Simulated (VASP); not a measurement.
Set up this calculation in VASP 6.6.1, as the native input.

| Property | Result |
| --- | --- |
| Task | single point |
| Functional | LDA |
| Potentials or basis | VASP PAW LDA potentials, release 64 (Ge_d) |
| Cutoff | 520 eV |
| k mesh | 16 × 16 × 9 |
| Occupations | fermi-dirac, width 0.05 eV |
| Spin | no spin polarisation |
| Dipole correction | no |
| Further INCAR settings | ALGO = Normal; EDIFF = 1e-06; NBANDS = 21 |

The structure of Ge lies in POSCAR:

```
Ge
1.0
    2.7457749507      0.0000000000      0.0000000000
   -1.3728874754      2.3779108604      0.0000000000
    0.0000000000      0.0000000000      4.4903671437
Ge
2
Direct
    0.3333333333      0.6666666667      0.2500000000
    0.6666666667      0.3333333333      0.7500000000
```

These files were run (other wordings do the same):

INCAR

```
SYSTEM = Ge
ALGO = Normal
EDIFF = 1E-6
ENCUT = 520
GGA = CA
ISIF = 2
ISMEAR = -1
LASPH = .True.
LCHARG = .False.
LREAL = .False.
LWAVE = .False.
NBANDS = 21
NELM = 100
PREC = Accurate
SIGMA = 0.05
```

KPOINTS

```
k-points
0
Gamma
  16 16 9
  0 0 0
```

Potentials or basis: VASP PAW LDA potentials, release 64 (Ge_d).

The run is started by

```sh
$ cat potpaw_LDA.64/Ge_d/POTCAR > POTCAR
$ mpirun -np 1 vasp_std > vasp.out
```

It gave:

```
Pressure               : 25.1 GPa
Band gap on the k mesh : zero (band 14 reaches 18.26 eV, above the bottom of band 15 at 6.20 eV)
```

Wall time 36 s on 1 thread of Intel(R) Xeon(R) Platinum 8375C CPU @ 2.90GHz (Ice Lake), on a shared host, peak memory 0.18 GiB.
